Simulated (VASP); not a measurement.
A run of VASP 6.6.1:

File INCAR:

```
  ALGO = Normal
  EDIFF = 1E-6
  ENCUT = 520
  GGA = PS
  GGA_COMPAT = F
  ISIF = 2
  ISMEAR = -1
  ISPIN = 2
  LASPH = T
  LCHARG = F
  LORBIT = 11
  LREAL = Auto
  LWAVE = F
  MAGMOM = 0 0 0 0 0 0 0 0 0 0 0 0 0 0 0 0 0 0 0 0 0 0 0 0 0 0 0 0 0 0 0 0 0 0 0 0 0 0 0 0 0 0 0 0 0 0 0 0 1
  NBANDS = 162
  NELM = 200
  PREC = Accurate
  SIGMA = 0.05
```

File KPOINTS:

```
k-points
0
Gamma
  1 1 1
```

File POSCAR:

```
Si16HO32
1.0
  -10.0780000000      0.0000000000      0.0000000000
    0.0000000000     -8.7640000000      0.0000000000
    0.0000000000      0.0000000000      8.2350000000
Si O H
16 32 1
Direct
    0.4967850764      0.3478548608      0.5734911961
    0.5641595555      0.6417389320      0.0466059502
    0.5337269299      0.3006275673      0.9378992107
    0.4940365152      0.6718165221      0.4214207650
    0.2421016075      0.8482884528      0.5470309654
    0.2635245088      0.1396508444      0.0445780206
    0.3060527883      0.7983911456      0.9333576199
    0.2489382814      0.1878023733      0.4228901032
    0.9918932328      0.3484596075      0.5470916818
    0.0635741218      0.6503993610      0.0649301761
    0.0127703910      0.3105203104      0.9363205829
    0.9814248859      0.6917275217      0.4330054645
    0.7474399682      0.8391602008      0.5616272010
    0.7562611629      0.1408375171      0.0614329083
    0.8154991070      0.7983226837      0.9339890710
    0.7484123834      0.1690324053      0.4197449909
    0.5393530462      0.6906207211      0.2272616879
    0.4895018853      0.3852806937      0.7649787492
    0.4514288549      0.5059561844      0.4621007893
    0.5476582655      0.4432679142      0.0553612629
    0.6318714031      0.2907005933      0.4951548270
    0.4622246477      0.7306366956      0.9392835458
    0.4169775749      0.1882017344     -0.0120947177
    0.6227128398      0.7047010497      0.5335154827
    0.2301746378      0.2237676860      0.2206071645
    0.2749950387      0.8289707896      0.7384092289
    0.2113117682      0.0179940666      0.4759198543
    0.2882218694     -0.0453560018      0.0447965999
    0.3632268307      0.7935303514      0.4263266545
    0.1437884501      0.1897307166      0.9350941105
    0.2150625124      0.6571999087     -0.0052216151
    0.3978765628      0.2182565039      0.5046994536
    0.0265429649      0.6528069375      0.2497510625
   -0.0394820401      0.3297238704      0.7482331512
    0.9781008137      0.5193633044      0.5282817243
    0.0359099028      0.4718507531      0.0053794778
    0.1472812066      0.3086604290      0.5164177292
    0.9712145267      0.7705157462      0.9541347905
    0.9047430046      0.2268370607      0.0399149970
    0.0903949196      0.7728890917      0.5306010929
    0.7103691209      0.1957667732      0.2338190650
    0.8085433618      0.8247375628      0.7336247723
    0.7022226632      0.0227635783      0.5265330905
    0.7736554872     -0.0408489274      0.0347176685
    0.8645564596      0.7956983113      0.4251487553
    0.6556658067      0.1939753537      0.9226350941
    0.7284084144      0.6650616157      0.0010200364
    0.9123238738      0.1996120493      0.4544505161
    0.0267910300     -0.0134755819      0.2215664845
```

Potentials or basis: VASP PAW PBE potentials, release 64 (Si, O, H).

The run is started by

```console
$ cat potpaw_PBE.64/Si/POTCAR potpaw_PBE.64/O/POTCAR potpaw_PBE.64/H/POTCAR > POTCAR
$ mpirun -np 1 vasp_gam > vasp.out
```

Hardware: 1 thread of Intel(R) Xeon(R) 6975P-C (Granite Rapids) (shared host).

Problem. Estimate the wall time of this run.

Solution. Run time: 4.2 min on 1 thread of Intel(R) Xeon(R) 6975P-C (Granite Rapids), with other jobs on the host, peak memory 0.96 GiB. Counts: scf iterations 20, k points 1.
